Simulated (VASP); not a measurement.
# WC (NiAs type) (P6_3/mmc) in VASP: notebook

The runs below take WC (NiAs type) through single point, with PBE.

Program: VASP 6.6.1. These are calculated values, not measurements. Logs are shortened: lines on timing, memory, paths and dates and some standing lists are left out, and cuts for length are marked.

**1. The cell of the first run**

It takes space group P6_3/mmc (No. 194, hexagonal). The conventional cell has a = 2.918 Å, b = 2.918 Å, c = 5.752 Å, α = 90.00°, β = 90.00°, γ = 120.00°. W (site symmetry -3m) has 6 C at 2.21 Å and 8 W at 2.88 to 2.92 Å within 3.0 Å. Within 3.0 Å of C (site symmetry -6m2) lie 6 W at 2.21 Å and 6 C at 2.92 Å.

**2. Single point, PBE**

INCAR

```
ALGO = Normal ; EDIFF = 1E-7
ENCUT = 520 ; GGA = PE
ISIF = 2 ; ISMEAR = -1
LASPH = True ; LCHARG = True
LELF = True ; LREAL = False
LVHAR = True ; LWAVE = False
NBANDS = 26 ; NELM = 60
PREC = Accurate ; SIGMA = 0.08
```

KPOINTS

```
k-points
0
Gamma
  10 10 6
```

POSCAR

```
WC
1.0
    2.9178957274      0.0000000000      0.0000000000
   -1.4589478637      2.5269718255      0.0000000000
    0.0000000000      0.0000000000      5.7517791198
W C
2 2
Direct
    0.0000000000      0.0000000000      0.0000000000
    0.0000000000      0.0000000000      0.5000000000
    0.3333333333      0.6666666667      0.2500000000
    0.6666666667      0.3333333333      0.7500000000
```

Potentials or basis: VASP PAW PBE potentials, release 64 (W_sv, C).

Command:

```console
cat potpaw_PBE.64/W_sv/POTCAR potpaw_PBE.64/C/POTCAR > POTCAR
mpirun -np 1 vasp_std > vasp.out
```

OUTCAR:

```text
EDIFF = 1E-7
   ENCUT = 520
   GGA = PE
   ISIF = 2
   ISMEAR = -1
   LASPH = True
   LREAL = False
   NELM = 60
   PREC = Accurate

 ion  position               nearest neighbor table
   1  0.000  0.000  0.000-   3 2.21   4 2.21   3 2.21   4 2.21   4 2.21   3 2.21   2 2.88   2 2.88

   2  0.000  0.000  0.500-   3 2.21   4 2.21   3 2.21   4 2.21   4 2.21   3 2.21   1 2.88   1 2.88

   3  0.333  0.667  0.250-   1 2.21   2 2.21   1 2.21   2 2.21   1 2.21   2 2.21
   4  0.667  0.333  0.750-   1 2.21   2 2.21   1 2.21   2 2.21   1 2.21   2 2.21

  LATTYP: Found a hexagonal cell.
 ALAT       =     2.9178957274
 C/A-ratio  =     1.9712079036

  Lattice vectors:

 A1 = (   2.9178957274,   0.0000000000,   0.0000000000)
 A2 = (  -1.4589478637,   2.5269718255,   0.0000000000)
 A3 = (   0.0000000000,   0.0000000000,   5.7517791198)

Analysis of symmetry for initial positions (statically):
=====================================================================
 Subroutine PRICEL returns:
 Original cell was already a primitive cell.

 Routine SETGRP: Setting up the symmetry group for a
 hexagonal supercell.

 Subroutine GETGRP returns: Found 24 space group operations
 (whereof 12 operations were pure point group operations)
 out of a pool of 24 trial point group operations.

The static configuration has the point symmetry D_3d.
 The point group associated with its full space group is D_6h.

Analysis of symmetry for dynamics (positions and initial velocities):
=====================================================================
 Subroutine PRICEL returns:
 Original cell was already a primitive cell.

 Routine SETGRP: Setting up the symmetry group for a
 hexagonal supercell.

 Subroutine GETGRP returns: Found 24 space group operations
 (whereof 12 operations were pure point group operations)
 out of a pool of 24 trial point group operations.

The dynamic configuration has the point symmetry D_3d.
 The point group associated with its full space group is D_6h.

 Subroutine INISYM returns: Found 24 space group operations
 (whereof 12 operations are pure point group operations),
 and found     1 'primitive' translations

----------------------------------------------------------------------------------------

                                     Primitive cell

  volume of cell :      42.4104

  direct lattice vectors                    reciprocal lattice vectors
     2.917895727  0.000000000  0.000000000     0.342712726  0.197865285  0.000000000
    -1.458947864  2.526971825  0.000000000     0.000000000  0.395730570  0.000000000
     0.000000000  0.000000000  5.751779120     0.000000000  0.000000000  0.173859249

  length of vectors
     2.917895727  2.917895727  5.751779120     0.395730570  0.395730570  0.173859249

  position of ions in fractional coordinates (direct lattice)
     0.000000000  0.000000000  0.000000000
     0.000000000  0.000000000  0.500000000
     0.333333333  0.666666667  0.250000000
     0.666666667  0.333333333  0.750000000

  ion indices of the primitive-cell ions
   primitive index   ion index
                 1           1
                 2           2
                 3           3
                 4           4

----------------------------------------------------------------------------------------

 KPOINTS: k-points

Automatic generation of k-mesh.
 Grid dimensions read from file:
 generate k-points for:   10   10    6

 Generating k-lattice:

  Cartesian coordinates                     Fractional coordinates (reciprocal lattice)
     0.034271273  0.019786528  0.000000000     0.100000000 -0.000000000  0.000000000
     0.000000000  0.039573057  0.000000000     0.000000000  0.100000000  0.000000000
     0.000000000  0.000000000  0.028976542     0.000000000  0.000000000  0.166666667

  Length of vectors
     0.039573057  0.039573057  0.028976542

  Shift w.r.t. Gamma in fractional coordinates (k-lattice)
     0.000000000  0.000000000  0.000000000

 Subroutine IBZKPT returns following result:
 ===========================================

 Found     56 irreducible k-points:

 Following reciprocal coordinates:
            Coordinates               Weight
  0.000000  0.000000  0.000000      1.000000
  0.100000  0.000000  0.000000      6.000000
  0.200000  0.000000  0.000000      6.000000
  0.300000 -0.000000  0.000000      6.000000
  0.400000  0.000000  0.000000      6.000000
  0.500000 -0.000000  0.000000      3.000000
[... 16 lines left out ...]
  0.300000  0.100000  0.166667     24.000000
  0.400000  0.100000  0.166667     24.000000
 [... further k-points ...]
   k-points           NKPTS =     56   k-points in BZ     NKDIM =     56   number of bands    NBANDS=     26
   number of dos      NEDOS =    301   number of ions     NIONS =      4
   total plane-waves  NPLWV =  27648
   dimension x,y,z NGX =    24 NGY =   24 NGZ =   48
   dimension x,y,z NGXF=    48 NGYF=   48 NGZF=   96
   ions per type =               2   2
   NGX,Y,Z   is equivalent  to a cutoff of  13.67, 13.67, 13.87 a.u.
   NGXF,Y,Z  is equivalent  to a cutoff of  27.35, 27.35, 27.75 a.u.
 SYSTEM =  unknown system
   PREC   = accura    normal or accurate (medium, high low for compatibility)
   ISTART =      0    job   : 0-new  1-cont  2-samecut
   ICHARG =      2    charge: 1-file 2-atom 10-const
   ISPIN  =      1    spin polarized calculation?
   LNONCOLLINEAR =      F non collinear calculations
   LSORBIT =      F    spin-orbit coupling
   LASPH  =      T    aspherical Exc in radial PAW
   ENCUT  =  520.0 eV  38.22 Ry    6.18 a.u.   5.43  5.43 10.69*2*pi/ulx,y,z
   NELM   =     60;   NELMIN=  2; NELMDL= -5     # of ELM steps
   EDIFF  = 0.1E-06   stopping-criterion for ELM
   LREAL  =      F    real-space projection
   EDIFFG = 0.1E-05   stopping-criterion for IOM
   NSW    =      0    number of steps for IOM
   IBRION =     -1    ionic relax: 0-MD 1-quasi-New 2-CG
   NFREE  =      0    steps in history (QN), initial steepest desc. (CG)
   ISIF   =      2    stress and relaxation
   ISYM   =      2    0-nonsym 1-usesym 2-fastsym
   POTIM  = 0.5000    time-step for ionic-motion
   TEBEG  =    0.0;   TEEND  =   0.0 temperature during run
   PSTRESS=    0.0 pullay stress
   NELECT =      36.0000    total number of electrons
   NUPDOWN=      -1.0000    fix difference up-down
   EMIN   =  10.00;   EMAX   =-10.00  energy-range for DOS
   EFERMI =   0.00;   METHOD = LEGACY
   ISMEAR =    -1;   SIGMA  =   0.08  broadening in eV -4-tet -1-fermi 0-gaus
   EFERMI_NEDOS =   21; number of points for ismear=-14 and -15
   IALGO  =     38    algorithm
   IMIX   =      4    mixing-type and parameters
     AMIX     =   0.40;   BMIX     =  1.00
     AMIX_MAG =   1.60;   BMIX_MAG =  1.00
  volume/ion in A,a.u.               =      10.60        71.55
  Fermi-wavevector in a.u.,A,eV,Ry     =   1.550071  2.929209 32.690984  2.402720
  Thomas-Fermi vector in A             =   2.654787
   LORBIT       =      0    0 simple, 1 ext, 2 COOP (PROOUT), +10 PAW based schemes
   GGA     = PE    functional components
   LHFCALC =     F    Hartree Fock is set to
   AEXX    =    0.0000 exact exchange contribution
   IVDW    =     0    specifies the selected vdW correction
   LEPSILON=     F    determine dielectric tensor
   LRPA    =     F    only Hartree local field effects (RPA)
 non-spin polarized calculation
  energy-cutoff  :      520.00
  volume of cell :       42.41
 maximum number of plane-waves:      1179
 NGX is ok and might be reduce to    24
   NGX = 11   NGY = 11   NGZ = 21

 number of electron      35.9999998 magnetization

 Free energy of the ion-electron system (eV)
  ---------------------------------------------------
  ext. energy  EPLUGINS =         0.00000000
  ---------------------------------------------------
  free energy    TOTEN  =       -44.09975292 eV

  energy without entropy =      -44.07632944  energy(sigma->0) =      -44.08804118

 E-fermi :  11.0047     XC(G=0): -13.6806

 val. band max:       10.9971323427   @ k =   0.0000   0.0000   0.1667
 cond. band min:      11.0192288707   @ k =   0.1000   0.1000   0.1667
 fundamental gap:      0.0220965279
 Fermi energy:        11.0046800115

 k-point     1 :       0.0000    0.0000    0.0000
  band No.  band energies     occupation
      1     -63.1849      2.00000
      2     -63.1509      2.00000
      3     -27.7980      2.00000
      4     -27.1466      2.00000
      5     -27.0994      2.00000
      6     -27.0994      2.00000
[... 18 lines left out ...]
     25      18.8802      0.00000
     26      18.9658      0.00000

 k-point     2 :       0.1000    0.0000    0.0000
  band No.  band energies     occupation
      1     -63.1796      2.00000
      2     -63.1458      2.00000
      3     -27.7828      2.00000
      4     -27.1776      2.00000
      5     -27.1364      2.00000
      6     -27.1172      2.00000
[... 18 lines left out ...]
     25      18.4591      0.00000
     26      18.8166      0.00000

 k-point     3 :       0.2000    0.0000    0.0000
  band No.  band energies     occupation
      1     -63.1658      2.00000
      2     -63.1322      2.00000
      3     -27.7427      2.00000
      4     -27.3780      2.00000
      5     -27.3049      2.00000
      6     -27.1634      2.00000
[... 18 lines left out ...]
     25      17.7627      0.00000
     26      18.8632      0.00000

 k-point     4 :       0.3000   -0.0000    0.0000
  band No.  band energies     occupation
      1     -63.1487      2.00000
      2     -63.1155      2.00000
      3     -27.6931      2.00000
      4     -27.6174      2.00000
      5     -27.5324      2.00000
      6     -27.2199      2.00000
[... 18 lines left out ...]
     25      17.6881      0.00000
     26      19.3252      0.00000
[... 496 lines left out ...]
      1     -63.1524      2.00000
      2     -63.1235      2.00000
      3     -27.6703      2.00000
      4     -27.5119      2.00000
      5     -27.4418      2.00000
      6     -27.2160      2.00000
[... 18 lines left out ...]
     25      18.0086      0.00000
     26      18.5420      0.00000

 k-point    23 :       0.3000    0.1000    0.1667
  band No.  band energies     occupation
      1     -63.1369      2.00000
      2     -63.1083      2.00000
      3     -27.7112      2.00000
      4     -27.6356      2.00000
      5     -27.6217      2.00000
      6     -27.2810      2.00000
[... 18 lines left out ...]
     25      18.6508      0.00000
     26      18.9430      0.00000

 k-point    24 :       0.4000    0.1000    0.1667
  band No.  band energies     occupation
      1     -63.1274      2.00000
      2     -63.0989      2.00000
      3     -27.8311      2.00000
      4     -27.7476      2.00000
      5     -27.5973      2.00000
      6     -27.3210      2.00000
[... 18 lines left out ...]
     25      18.8369      0.00000
     26      19.3350      0.00000

 [... further k-points ...]

------------------------ aborting loop because EDIFF is reached ----------------------------------------

  FORCE on cell =-STRESS in cart. coord.  units (eV):
  Direction    XX          YY          ZZ          XY          YZ          ZX
  --------------------------------------------------------------------------------------
  -------------------------------------------------------------------------------------
  Total        0.2404763      0.2404763      0.2846369      0.0000000      0.0000000      0.0000000
  in kB        9.0846987      9.0846987     10.7529931      0.0000000      0.0000000      0.0000000
  external PRESSURE =       9.6407968 kB  Pullay stress =       0.0000000 kB

 VOLUME and BASIS-vectors are now :
 -----------------------------------------------------------------------------
  energy-cutoff  :      520.00
  volume of cell :       42.41
      direct lattice vectors                 reciprocal lattice vectors
     2.917895727  0.000000000  0.000000000     0.342712726  0.197865285  0.000000000
    -1.458947864  2.526971825  0.000000000     0.000000000  0.395730570  0.000000000
     0.000000000  0.000000000  5.751779120     0.000000000  0.000000000  0.173859249

 POSITION                                       TOTAL-FORCE (eV/Angst)
 -----------------------------------------------------------------------------------
      0.00000      0.00000      0.00000         0.000000      0.000000     -0.000000
      0.00000      0.00000      2.87589         0.000000      0.000000     -0.000000
     -0.00000      1.68465      1.43794        -0.000000      0.000000      0.000000
      1.45895      0.84232      4.31383         0.000000     -0.000000     -0.000000
 -----------------------------------------------------------------------------------
    total drift:                               -0.000000      0.000000      0.000000

  FREE ENERGIE OF THE ION-ELECTRON SYSTEM (eV)
  ---------------------------------------------------
  free  energy   TOTEN  =       -44.0997529159 eV

  energy  without entropy=      -44.0763294431  energy(sigma->0) =      -44.08804118
```

Run time: 42 s. Hardware: 1 thread of Intel Xeon Platinum 8488C (Sapphire Rapids), shared host; peak memory 0.2 GiB.

Results:

* Free energy: -44.0998 eV
* Pressure: 1.0 GPa
* Band gap on the k mesh: zero (bands 18 and 19 overlap by 0.63 eV)

Caveat: spin-orbit coupling is left out, which moves the levels of the heavy elements.

**3. Single point, PBE**

INCAR

```
SYSTEM = WC
PREC = Accurate
ENCUT = 520
EDIFF = 1E-7
ISMEAR = -1
SIGMA = 0.08
LREAL = .FALSE.
LASPH = .TRUE.
NELM = 80
ALGO = Normal
ISIF = 2
LWAVE = .FALSE.
LCHARG = .FALSE.
GGA = PE
NBANDS = 26
```

KPOINTS

```
regular mesh
0
G
  10 10 6
  0 0 0
```

POSCAR is that of step 2.

Potentials or basis: VASP PAW PBE potentials, release 64 (W_sv, C).

Command:

```console
cat potpaw_PBE.64/W_sv/POTCAR potpaw_PBE.64/C/POTCAR > POTCAR
mpirun -np 1 vasp_std > vasp.out
```

Run time: 47 s. Hardware: 1 thread of Intel Xeon Platinum 8488C (Sapphire Rapids), shared host; peak memory 0.2 GiB.

The run converged. Its results:

```
Free energy            : -44.0998 eV
Pressure               : 1.0 GPa
Band gap on the k mesh : zero (bands 18 and 19 overlap by 0.63 eV)
```

Stress tensor (GPa, compression positive):
```
0.91 0.00 0.00
0.00 0.91 0.00
0.00 0.00 1.08
```

Levels at points of the mesh, in eV from the Fermi level:
```csv
k point,band 14,band 15,band 16,band 17,band 18,band 19,band 20,band 21,band 22,band 23
"(0.00, 0.00, 0.00)",-3.96,-0.92,-0.84,-0.84,-0.11,-0.11,0.96,0.96,2.99,2.99
"(0.50, 0.00, 0.00)",-3.96,-3.85,-2.44,-1.91,-0.37,2.03,3.75,4.18,4.67,4.85
"(0.00, 0.00, 0.50)",-2.90,-2.90,-2.90,0.41,0.41,0.71,0.71,0.71,0.71,5.30
"(0.50, 0.00, 0.50)",-4.45,-3.06,-3.06,-1.86,-1.86,3.94,3.94,4.10,4.10,5.85
```

Caveat: spin-orbit coupling is left out, which moves the levels of the heavy elements.
